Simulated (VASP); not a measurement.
Wanted: the native input for a VASP 6.6.1 run.

```yaml
Task: single point
Functional: PBE-based screened hybrid with 75 % exact exchange
Potentials_or_basis: VASP PAW PBE potentials, release 64 (Al, As)
Cutoff: 400 eV
k_mesh: 4 × 4 × 4
Occupations: gaussian, width 0.01 eV
Spin: no spin polarisation
Dipole_correction: no
Grid_for_exact_exchange_PRECFOCK: Normal
Share_of_exact_exchange: 0.75
Further_INCAR_settings: ALGO = Normal; EDIFF = 1e-06; NBANDS = 11
Screening_parameter: 0.1 1/Å
```

Crystal: AlAs.

```
Al As
1.0
     0.00000    2.83893    2.83893
     2.83893    0.00000    2.83893
     2.83893    2.83893    0.00000
Al As
1 1
Direct
  0.00000 0.00000 0.00000
  0.25000 0.25000 0.25000
```

These files were run (other wordings do the same):

POSCAR

```
AlAs
1.0
    0.0000000000      2.8389251760      2.8389251760
    2.8389251760      0.0000000000      2.8389251760
    2.8389251760      2.8389251760      0.0000000000
Al As
1 1
Direct
    0.0000000000      0.0000000000      0.0000000000
    0.2500000000      0.2500000000      0.2500000000
```

INCAR.step1

```
SYSTEM = AlAs
PREC = Accurate ; ENCUT = 400
EDIFF = 1E-5 ; ISMEAR = 0
SIGMA = 0.01 ; LREAL = .False.
LASPH = .True. ; NELM = 120
ALGO = Normal ; ISIF = 2
LWAVE = .True. ; LCHARG = .False.
NBANDS = 11 ; GGA = PE
GGA_COMPAT = .False.
```

INCAR.step2

```
SYSTEM = AlAs
PREC = Accurate ; ENCUT = 400
EDIFF = 1E-6 ; ISMEAR = 0
SIGMA = 0.01 ; LREAL = .False.
LASPH = .True. ; NELM = 120
ALGO = Normal ; ISIF = 2
LWAVE = .False. ; LCHARG = .False.
GGA = PE ; LHFCALC = .True.
AEXX = 0.75 ; HFSCREEN = 0.1
PRECFOCK = Normal ; NBANDS = 11
ISTART = 1 ; GGA_COMPAT = .False.
```

KPOINTS

```
regular mesh
0
Gamma
  4 4 4
  0 0 0
```

Potentials or basis: VASP PAW PBE potentials, release 64 (Al, As).

The run is started by

```bash
$ cat potpaw_PBE.64/Al/POTCAR potpaw_PBE.64/As/POTCAR > POTCAR
$ cp INCAR.step1 INCAR
$ mpirun -np 1 vasp_std > vasp.out
$ cp INCAR.step2 INCAR
$ mpirun -np 1 vasp_std > vasp.out
```

It gave:

- Pressure: -4.5 GPa
- Band gap on the k mesh: 4.63 eV (least direct gap 5.72 eV)

Caveat: the k points lie up to 0.48 Å⁻¹ apart; the PAW data sets were made with another functional, which shifts forces and pressure a little.

Run time: 120 s on 1 thread of Intel(R) Xeon(R) Platinum 8488C (Sapphire Rapids) (shared host), peak memory 0.26 GiB.
